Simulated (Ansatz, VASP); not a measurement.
# One calculation of Zr, two programs

The input INCAR:

```
SYSTEM = Zr
PREC = Accurate
ENCUT = 520
EDIFF = 1E-8
ISMEAR = -1
SIGMA = 0.08
LREAL = .False.
LASPH = .True.
NELM = 60
ALGO = Normal
ISIF = 2
LWAVE = .False.
LCHARG = .False.
GGA = PS
LEFG = .True.
NBANDS = 12
```

Contents of KPOINTS:

```
Automatic mesh
0
Gamma
  14 14 14
  0 0 0
```

The input POSCAR:

```
Zr
1.0
   -1.8100000000      1.8100000000      1.8462000000
    1.8100000000     -1.8100000000      1.8462000000
    1.8100000000      1.8100000000     -1.8462000000
Zr
1
Direct
    0.0000000000      0.0000000000      0.0000000000
```

Input for Ansatz:

```yaml
crystal:
  lattice:
    - [-1.81, 1.81, 1.8462]
    - [1.81, -1.81, 1.8462]
    - [1.81, 1.81, -1.8462]
  atoms:
    - { symbol: Zr, position: [0.0, 0.0, 0.0] }
kpoints:
  mp_grid: { grid: [14, 14, 14] }
scf:
  occupations: { method: fermi_dirac, width: 0.08 }
hamiltonian:
  xc: pbesol
  pseudopotentials: { kind: all_electron, datasets: crystal }
output:
  forces: true
  stress: true
  eigenvalues: true
  efg: { contact_densities: true }
```

Change from the starting cell: zz strain of +2 %, crystal datasets.

Alike in both runs: task electric field gradients; functional PBEsol; k mesh 14 × 14 × 14; occupations fermi-dirac, width 0.08 eV; no spin polarisation.

```csv
,VASP,Ansatz
version,VASP 6.6.1,Ansatz 0.2.0
potentials or method,"VASP PAW PBE potentials, release 64 (Zr_sv), cutoff 520 eV","all-electron PAW with datasets made for the crystal, scalar-relativistic"
```

Ansatz gave:

```
pressure (GPa)                                                : -8.0
traceless stress, the component that is largest in VASP (GPa) : 0.16
size of Vzz on the site where it differs most (V/Å²)          : 0.6
```

Question: Estimate VASP's values.

Answer: Pressure (GPa): -8.0; traceless stress, the component that is largest in VASP (GPa): 0.16; size of Vzz on the site where it differs most (V/Å²): 0.7.

VASP's potentials were made for PBE, not for PBEsol. Ansatz ran all-electron here, and VASP with PAW potentials.
